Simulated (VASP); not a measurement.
# Au in VASP: notebook

Au is run at these levels: PBEsol; tasks: single point.

Program: VASP 6.6.1. These are calculated values, not measurements. Logs are shortened: lines on timing, memory, paths and dates and some standing lists are left out, and cuts for length are marked.

## Step 1: The cell of the first run

It takes space group Im-3m (No. 229, cubic). The conventional cell has a = 3.215 Å, b = 3.215 Å, c = 3.215 Å, α = 90.00°, β = 90.00°, γ = 90.00°. Within 3.7 Å of Au (site symmetry m-3m) lie 14 Au at 2.78 to 3.22 Å.

## Step 2: Single point, PBEsol (strain -0.030 along x and y, -0.030 along z)

INCAR

```
SYSTEM = Au
PREC = Accurate ; ENCUT = 520
EDIFF = 1E-6 ; ISMEAR = 0
SIGMA = 0.15 ; LREAL = .False.
LASPH = .True. ; NELM = 100
ALGO = Fast ; ISIF = 2
LWAVE = .False. ; LCHARG = .True.
GGA = PS ; LELF = .True.
LVHAR = .True. ; NBANDS = 12
```

KPOINTS

```
regular mesh
0
Gamma
  20 20 20
  0 0 0
```

POSCAR

```
Au
1.0
   -1.6075509300      1.6075509300      1.6075509300
    1.6075509300     -1.6075509300      1.6075509300
    1.6075509300      1.6075509300     -1.6075509300
Au
1
Direct
    0.0000000000      0.0000000000      0.0000000000
```

Potentials or basis: VASP PAW PBE potentials, release 64 (Au).

The run is started by

```
cat potpaw_PBE.64/Au/POTCAR > POTCAR
mpirun -np 1 vasp_std > vasp.out
```

OUTCAR:

```text
SYSTEM = Au
   PREC = Accurate
   ENCUT = 520
   EDIFF = 1E-6
   ISMEAR = 0
   LREAL = .False.
   LASPH = .True.
   NELM = 100
   ISIF = 2
   GGA = PS

 ion  position               nearest neighbor table
   1  0.000  0.000  0.000-

  LATTYP: Found a body centered cubic cell.
 ALAT       =     3.2151018600

  Lattice vectors:

 A1 = (  -1.6075509300,   1.6075509300,   1.6075509300)
 A2 = (   1.6075509300,  -1.6075509300,   1.6075509300)
 A3 = (   1.6075509300,   1.6075509300,  -1.6075509300)

Analysis of symmetry for initial positions (statically):
=====================================================================
 Subroutine PRICEL returns:
 Original cell was already a primitive cell.

 Routine SETGRP: Setting up the symmetry group for a
 body centered cubic supercell.

 Subroutine GETGRP returns: Found 48 space group operations
 (whereof 48 operations were pure point group operations)
 out of a pool of 48 trial point group operations.

The static configuration has the point symmetry O_h .

Analysis of symmetry for dynamics (positions and initial velocities):
=====================================================================
 Subroutine PRICEL returns:
 Original cell was already a primitive cell.

 Routine SETGRP: Setting up the symmetry group for a
 body centered cubic supercell.

 Subroutine GETGRP returns: Found 48 space group operations
 (whereof 48 operations were pure point group operations)
 out of a pool of 48 trial point group operations.

The dynamic configuration has the point symmetry O_h .

 Subroutine INISYM returns: Found 48 space group operations
 (whereof 48 operations are pure point group operations),
 and found     1 'primitive' translations

----------------------------------------------------------------------------------------

                                     Primitive cell

  volume of cell :      16.6171

  direct lattice vectors                    reciprocal lattice vectors
    -1.607550930  1.607550930  1.607550930     0.000000000  0.311032136  0.311032136
     1.607550930 -1.607550930  1.607550930     0.311032136  0.000000000  0.311032136
     1.607550930  1.607550930 -1.607550930     0.311032136  0.311032136  0.000000000

  length of vectors
     2.784359887  2.784359887  2.784359887     0.439865866  0.439865866  0.439865866

  position of ions in fractional coordinates (direct lattice)
     0.000000000  0.000000000  0.000000000

  ion indices of the primitive-cell ions
   primitive index   ion index
[... 76 lines left out ...]
   NSW    =      0    number of steps for IOM
   IBRION =     -1    ionic relax: 0-MD 1-quasi-New 2-CG
   NFREE  =      0    steps in history (QN), initial steepest desc. (CG)
   ISIF   =      2    stress and relaxation
   ISYM   =      2    0-nonsym 1-usesym 2-fastsym
   POTIM  = 0.5000    time-step for ionic-motion
   TEBEG  =    0.0;   TEEND  =   0.0 temperature during run
   PSTRESS=    0.0 pullay stress
   NELECT =      11.0000    total number of electrons
   NUPDOWN=      -1.0000    fix difference up-down
   EMIN   =  10.00;   EMAX   =-10.00  energy-range for DOS
   EFERMI =   0.00;   METHOD = LEGACY
   ISMEAR =     0;   SIGMA  =   0.15  broadening in eV -4-tet -1-fermi 0-gaus
   EFERMI_NEDOS =   21; number of points for ismear=-14 and -15
   IALGO  =     68    algorithm
   IMIX   =      4    mixing-type and parameters
     AMIX     =   0.40;   BMIX     =  1.00
     AMIX_MAG =   1.60;   BMIX_MAG =  1.00
  volume/ion in A,a.u.               =      16.62       112.14
  Fermi-wavevector in a.u.,A,eV,Ry     =   1.426771  2.696207 27.697053  2.035676
  Thomas-Fermi vector in A             =   2.547012
   LORBIT       =      0    0 simple, 1 ext, 2 COOP (PROOUT), +10 PAW based schemes
   GGA     = PS    functional components
   LHFCALC =     F    Hartree Fock is set to
   AEXX    =    0.0000 exact exchange contribution
   IVDW    =     0    specifies the selected vdW correction
   LEPSILON=     F    determine dielectric tensor
   LRPA    =     F    only Hartree local field effects (RPA)
 non-spin polarized calculation
 RMM-DIIS sequential band-by-band and
 Gauss-broadening in eV      SIGMA  =   0.15
  energy-cutoff  :      520.00
  volume of cell :       16.62
 maximum number of plane-waves:       466
 NGX is ok and might be reduce to    24
   NGX = 11   NGY = 11   NGZ = 11

 number of electron      11.0000000 magnetization

 Free energy of the ion-electron system (eV)
  ---------------------------------------------------
  ext. energy  EPLUGINS =         0.00000000
  ---------------------------------------------------
  free energy    TOTEN  =        -3.89920562 eV

  energy without entropy =       -3.89712377  energy(sigma->0) =       -3.89816470

 E-fermi :   9.7126     XC(G=0): -13.0371

 val. band max:        9.6227498782   @ k =   0.4000   0.0500   0.0500
 cond. band min:       9.7838435453   @ k =   0.4000   0.1000   0.0000
 fundamental gap:      0.1610936671
 Fermi energy:         9.7125586561

 k-point     1 :       0.0000    0.0000    0.0000
  band No.  band energies     occupation
      1      -0.4749      2.00000
      2       4.7009      2.00000
      3       4.7009      2.00000
      4       4.7009      2.00000
      5       6.7340      2.00000
      6       6.7340      2.00000
      7      26.2057      0.00000
      8      26.2057      0.00000
      9      26.2057      0.00000
     10      34.4928      0.00000
     11      34.4932      0.00000
     12      34.4979      0.00000
[... 331 lines left out ...]
 k-point    24 :       0.2500    0.1000   -0.0000
  band No.  band energies     occupation
      1       2.1879      2.00000
      2       3.9728      2.00000
      3       4.8361      2.00000
      4       6.3506      2.00000
      5       6.9115      2.00000
      6       7.3350      2.00000
      7      19.9218      0.00000
      8      23.4316      0.00000
      9      25.6405      0.00000
     10      29.3376      0.00000
     11      32.4573      0.00000
     12      33.0629      0.00000

 [... further k-points ...]
[... 5 lines left out ...]
  --------------------------------------------------------------------------------------
  -------------------------------------------------------------------------------------
  Total        0.4709689      0.4709689      0.4709689     -0.0000000     -0.0000000      0.0000000
  in kB       45.4097010     45.4097010     45.4097010     -0.0000000     -0.0000000      0.0000000
  external PRESSURE =      45.4097010 kB  Pullay stress =       0.0000000 kB

 VOLUME and BASIS-vectors are now :
 -----------------------------------------------------------------------------
  energy-cutoff  :      520.00
  volume of cell :       16.62
      direct lattice vectors                 reciprocal lattice vectors
    -1.607550930  1.607550930  1.607550930     0.000000000  0.311032136  0.311032136
     1.607550930 -1.607550930  1.607550930     0.311032136  0.000000000  0.311032136
     1.607550930  1.607550930 -1.607550930     0.311032136  0.311032136  0.000000000

 POSITION                                       TOTAL-FORCE (eV/Angst)
 -----------------------------------------------------------------------------------
      0.00000      0.00000      0.00000         0.000000      0.000000      0.000000
 -----------------------------------------------------------------------------------
    total drift:                               -0.000000      0.000000      0.000000

  FREE ENERGIE OF THE ION-ELECTRON SYSTEM (eV)
  ---------------------------------------------------
  free  energy   TOTEN  =        -3.8992056242 eV

  energy  without entropy=       -3.8971237716  energy(sigma->0) =       -3.89816470
```

stdout:

```text
POSCAR found type information on POSCAR Au
 POSCAR found :  1 types and       1 ions
 scaLAPACK will be used
 -----------------------------------------------------------------------------
|                                                                             |
|                                                                             |
|     You enforced a specific xc type in the INCAR file but a different       |
|     I HOPE YOU KNOW WHAT YOU ARE DOING!                                     |
|                                                                             |
 -----------------------------------------------------------------------------

 LDA part: xc-table for (Slater+PW92), standard interpolation
 POSCAR, INCAR and KPOINTS ok, starting setup
 FFT: planning ... GRIDC
 FFT: planning ... GRID_SOFT
 FFT: planning ... GRID
 WAVECAR not read
 entering main loop
```

Wall time 16 s (1 thread of Intel Xeon 6975P-C (Granite Rapids), shared host); peak memory 0.17 GiB.

Results:

- Free energy: -3.8992 eV
- Pressure: 4.5 GPa

Levels at points of the mesh, in eV from the Fermi level:
| k point | band 3 | band 4 | band 5 | band 6 | band 7 | band 8 | band 9 | band 10 |
| --- | --- | --- | --- | --- | --- | --- | --- | --- |
| (0.00, 0.00, 0.00) | -5.01 | -5.01 | -2.98 | -2.98 | 16.49 | 16.49 | 16.49 | 24.78 |
| (0.50, 0.00, 0.00) | -3.13 | -2.76 | -1.35 | -0.81 | 3.71 | 12.36 | 14.06 | 22.22 |
| (0.50, 0.50, 0.50) | -1.76 | -1.76 | -1.76 | 6.27 | 6.27 | 6.27 | 10.01 | 16.29 |

Caveat: the cell differs from its parent crystal (strain -0.030 along x and y, -0.030 along z); the PAW data sets were made with another functional, which shifts forces and pressure a little; spin-orbit coupling is left out, which moves the levels of the heavy elements.

## Step 3: Single point, PBEsol (strain -0.015 along x and y, -0.015 along z)

INCAR

```
SYSTEM = Au
PREC = Accurate ; ENCUT = 520
EDIFF = 1E-6 ; ISMEAR = 0
SIGMA = 0.15 ; LREAL = .FALSE.
LASPH = .TRUE. ; NELM = 80
ALGO = Fast ; ISIF = 2
LWAVE = .FALSE. ; LCHARG = .FALSE.
GGA = PS ; NBANDS = 12
```

KPOINTS

```
regular mesh
0
G
  20 20 20
  0 0 0
```

POSCAR

```
Au
1.0
   -1.6324099650      1.6324099650      1.6324099650
    1.6324099650     -1.6324099650      1.6324099650
    1.6324099650      1.6324099650     -1.6324099650
Au
1
Direct
    0.0000000000      0.0000000000      0.0000000000
```

Potentials or basis: VASP PAW PBE potentials, release 64 (Au).

The run is started by

```
cat potpaw_PBE.64/Au/POTCAR > POTCAR
mpirun -np 1 vasp_std > vasp.out
```

OUTCAR:

```text
SYSTEM = Au
   PREC = Accurate
   ENCUT = 520
   EDIFF = 1E-6
   ISMEAR = 0
   LREAL = .FALSE.
   LASPH = .TRUE.
   NELM = 80
   ISIF = 2
   GGA = PS

 ion  position               nearest neighbor table
   1  0.000  0.000  0.000-

  LATTYP: Found a body centered cubic cell.
 ALAT       =     3.2648199300

  Lattice vectors:

 A1 = (  -1.6324099650,   1.6324099650,   1.6324099650)
 A2 = (   1.6324099650,  -1.6324099650,   1.6324099650)
 A3 = (   1.6324099650,   1.6324099650,  -1.6324099650)

Analysis of symmetry for initial positions (statically):
=====================================================================
 Subroutine PRICEL returns:
 Original cell was already a primitive cell.

 Routine SETGRP: Setting up the symmetry group for a
 body centered cubic supercell.

 Subroutine GETGRP returns: Found 48 space group operations
 (whereof 48 operations were pure point group operations)
 out of a pool of 48 trial point group operations.

The static configuration has the point symmetry O_h .

Analysis of symmetry for dynamics (positions and initial velocities):
[... 161 lines left out ...]
 val. band max:        8.8738011140   @ k =   0.4000   0.0500   0.0500
 cond. band min:       9.0301128208   @ k =   0.4000   0.1000  -0.0000
 fundamental gap:      0.1563117068
 Fermi energy:         8.9489153462

 k-point     1 :       0.0000    0.0000    0.0000
  band No.  band energies     occupation
      1      -0.7558      2.00000
      2       4.1873      2.00000
      3       4.1873      2.00000
      4       4.1873      2.00000
      5       6.0759      2.00000
      6       6.0759      2.00000
      7      25.4304      0.00000
      8      25.4304      0.00000
      9      25.4304      0.00000
     10      32.8697      0.00000
     11      32.8697      0.00000
     12      32.8711      0.00000
[... 331 lines left out ...]
 k-point    24 :       0.2500    0.1000   -0.0000
  band No.  band energies     occupation
      1       1.8191      2.00000
      2       3.5179      2.00000
      3       4.3349      2.00000
      4       5.7219      2.00000
      5       6.2343      2.00000
      6       6.6419      2.00000
      7      18.8144      0.00000
      8      22.4537      0.00000
      9      24.4614      0.00000
     10      28.2985      0.00000
     11      31.1578      0.00000
     12      31.8043      0.00000

 [... further k-points ...]
[... 5 lines left out ...]
  --------------------------------------------------------------------------------------
  -------------------------------------------------------------------------------------
  Total       -0.3863362     -0.3863362     -0.3863362      0.0000000      0.0000000      0.0000000
  in kB      -35.5736405    -35.5736405    -35.5736405      0.0000000      0.0000000      0.0000000
  external PRESSURE =     -35.5736405 kB  Pullay stress =       0.0000000 kB

 VOLUME and BASIS-vectors are now :
 -----------------------------------------------------------------------------
  energy-cutoff  :      520.00
  volume of cell :       17.40
      direct lattice vectors                 reciprocal lattice vectors
    -1.632409965  1.632409965  1.632409965     0.000000000  0.306295606  0.306295606
     1.632409965 -1.632409965  1.632409965     0.306295606  0.000000000  0.306295606
     1.632409965  1.632409965 -1.632409965     0.306295606  0.306295606  0.000000000

 POSITION                                       TOTAL-FORCE (eV/Angst)
 -----------------------------------------------------------------------------------
      0.00000      0.00000      0.00000        -0.000000      0.000000     -0.000000
 -----------------------------------------------------------------------------------
    total drift:                               -0.000000      0.000000     -0.000000

  FREE ENERGIE OF THE ION-ELECTRON SYSTEM (eV)
  ---------------------------------------------------
  free  energy   TOTEN  =        -3.9009049247 eV

  energy  without entropy=       -3.8988108785  energy(sigma->0) =       -3.89985790
```

stdout:

```text
POSCAR found type information on POSCAR Au
 POSCAR found :  1 types and       1 ions
 scaLAPACK will be used
 -----------------------------------------------------------------------------
|                                                                             |
|                                                                             |
|     You enforced a specific xc type in the INCAR file but a different       |
|     I HOPE YOU KNOW WHAT YOU ARE DOING!                                     |
|                                                                             |
 -----------------------------------------------------------------------------

 LDA part: xc-table for (Slater+PW92), standard interpolation
 POSCAR, INCAR and KPOINTS ok, starting setup
 FFT: planning ... GRIDC
 FFT: planning ... GRID_SOFT
 FFT: planning ... GRID
 WAVECAR not read
 entering main loop
```

Run time: 15 s. Hardware: 1 thread of Intel Xeon 6975P-C (Granite Rapids), shared host; peak memory 0.18 GiB.

What came out:

```
Free energy : -3.9009 eV
Pressure    : -3.6 GPa
```

Caveat: the cell differs from its parent crystal (strain -0.015 along x and y, -0.015 along z); the PAW data sets were made with another functional, which shifts forces and pressure a little; spin-orbit coupling is left out, which moves the levels of the heavy elements.

(Continued in part 2 of 2.)
